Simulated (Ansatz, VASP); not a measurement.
**GaGe3: VASP beside Ansatz**

```xyz
4
Lattice="4.3624 0.0000 0.0000 0.0000 4.3624 0.0000 0.0000 0.0000 4.3624" Properties=species:S:1:pos:R:3 pbc="T T T"
Ge    2.1812    2.1812    0.0000
Ge    2.1812    0.0000    2.1812
Ge    0.0000    2.1812    2.1812
Ga    0.0000    0.0000    0.0000
```

Change from the starting cell: volume scaled by 1.06.

Alike in both runs: task single point; functional PBEsol; k mesh 6 × 6 × 6; occupations fermi-dirac, width 0.05 eV; no spin polarisation.

```csv
,VASP,Ansatz
version,VASP 6.6.1,Ansatz 0.2.0
potentials or method,"VASP PAW PBE potentials, release 64 (Ge_d, Ga_d), cutoff 520 eV","all-electron LAPW, scalar-relativistic"
```

|  | VASP | Ansatz | Ansatz less VASP |
| --- | --- | --- | --- |
| gap on the k mesh at the Fermi level (eV) | none | none | - |
| pressure (GPa) | -6.0 | -6.0 | -0.01 |

VASP's potentials were made for PBE, not for PBEsol. A gap of «none» marks a metal or a gap that the smearing closes. Ansatz ran all-electron here, and VASP with PAW potentials.
